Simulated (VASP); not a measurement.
A run of VASP 6.6.1 is set up as follows.

INCAR

```
SYSTEM = TaF4
PREC = Accurate ; ENCUT = 520
EDIFF = 1E-6 ; ISMEAR = 0
SIGMA = 0.2 ; LREAL = .FALSE.
LASPH = .TRUE. ; NELM = 150
ALGO = Fast ; ISIF = 2
LWAVE = .FALSE. ; LCHARG = .TRUE.
ISPIN = 2 ; MAGMOM = 0.55 0.55 0 0 0 0 0 0 0 0
LORBIT = 11 ; LMAXMIX = 4
GGA = PE ; LVHAR = .TRUE.
NBANDS = 54 ; KPAR = 4
```

The input KPOINTS:

```
regular mesh
0
G
  6 6 2
  0 0 0
```

File POSCAR:

```
TaF4
1.0
    3.5532497083     -0.0025016331     -0.0232346545
   -0.0025634002      3.5548008181     -0.0132585805
   -0.0815512836     -0.0462688960     12.1816222222
Ta F
2 8
Direct
    0.0023745657     -0.0020493867      0.5013922438
   -0.0020170305      0.0026232243      0.9986123930
    0.5012677915      0.0036197219      0.0917775746
    0.5062666111      0.0001208942      0.5946267568
   -0.0013018775      0.4952300927      0.4082052263
   -0.0052710428      0.5003148430      0.9054365999
    0.4984054799     -0.0049765050      0.4083169169
    0.4941211877      0.0005458542      0.9054922260
    0.0003733201      0.5043877220      0.0916646321
    0.0057809949      0.5001835394      0.5944754305
```

Potentials or basis: VASP PAW PBE potentials, release 64 (Ta_pv, F).

The run is started by

```console
$ cat potpaw_PBE.64/Ta_pv/POTCAR potpaw_PBE.64/F/POTCAR > POTCAR
$ mpirun -np 4 vasp_std > vasp.out
```

(1) Predict the band gap on the k mesh.

(2) Predict the site moments.

(3) Predict the pressure.

Answers

(1) zero (filled and empty bands overlap).

(2) Ta +0.84; F -0.00 μB.

(3) 0.1 GPa.

Caveat: spin-orbit coupling is left out, which moves the levels of the heavy elements.
